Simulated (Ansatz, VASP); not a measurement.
PtSe2: VASP beside Ansatz

Contents of INCAR:

```
PREC = Accurate ; ENCUT = 500
EDIFF = 1E-6 ; ISMEAR = -1
SIGMA = 0.02 ; LREAL = F
LASPH = T ; NELM = 200
ALGO = Normal ; ISIF = 2
LWAVE = F ; LCHARG = T
MAGMOM = 0 0 0 0 0 0 0 0 0 ; LORBIT = 11
LSORBIT = T ; GGA_COMPAT = F
LORBMOM = T ; LMAXMIX = 4
GGA = PE ; LVHAR = T
NBANDS = 35
```

File KPOINTS:

```
Automatic mesh
0
Gamma
  4 4 4
```

File POSCAR:

```
PtSe2
1.0
    0.0000000000      3.1308957809      3.1308957809
    3.1308957809      0.0000000000      3.1308957809
    3.1308957809      3.1308957809      0.0000000000
Pt Se
1 2
Direct
    0.0000000000      0.0000000000      0.0000000000
    0.2500000000      0.2500000000      0.2500000000
    0.7500000000      0.7500000000      0.7500000000
```

Input for Ansatz:

```yaml
crystal:
  lattice:
    - [0.0, 3.1308957809, 3.1308957809]
    - [3.1308957809, 0.0, 3.1308957809]
    - [3.1308957809, 3.1308957809, 0.0]
  atoms:
    - { symbol: Pt, position: [0.0, 0.0, 0.0] }
    - { symbol: Se, position: [0.25, 0.25, 0.25] }
    - { symbol: Se, position: [0.75, 0.75, 0.75] }
kpoints:
  mp_grid: { grid: [4, 4, 4] }
hamiltonian:
  xc: pbe
scf:
  occupations: { method: fermi_dirac, width: 0.02 }
  n_extra_bands: 28
magnetization:
  noncollinear: true
  spin_orbit: true
output:
  optics: { e_range: [0, 12], de: 0.05, sigma: 0.1, bands: scf }
```

Alike in both runs: task single point; functional PBE; k mesh 4 × 4 × 4; occupations fermi-dirac, width 0.02 eV; non-collinear spin, spin-orbit coupling.

```csv
,VASP,Ansatz
version,VASP 6.6.1,Ansatz 0.2.0
potentials or method,"VASP PAW PBE potentials, release 64 (Pt, Se)","plane waves, PAW"
plane-wave cutoff (eV),500,420
valence electrons in the cell,22,50
```

|  | VASP | Ansatz | Ansatz less VASP |
| --- | --- | --- | --- |
| net moment per atom (μB) | 0.00 | 0.00 | 0.000 |

The functional is the same, so the differences come from potentials, cutoffs and numerics. VASP's potentials hold 22 valence electrons a cell and Ansatz's 50, so a difference there can come from the potentials and not from the codes. Ansatz's warnings: optics on partly filled bands.

The k mesh is coarse, so the values compare programs but aren't converged.
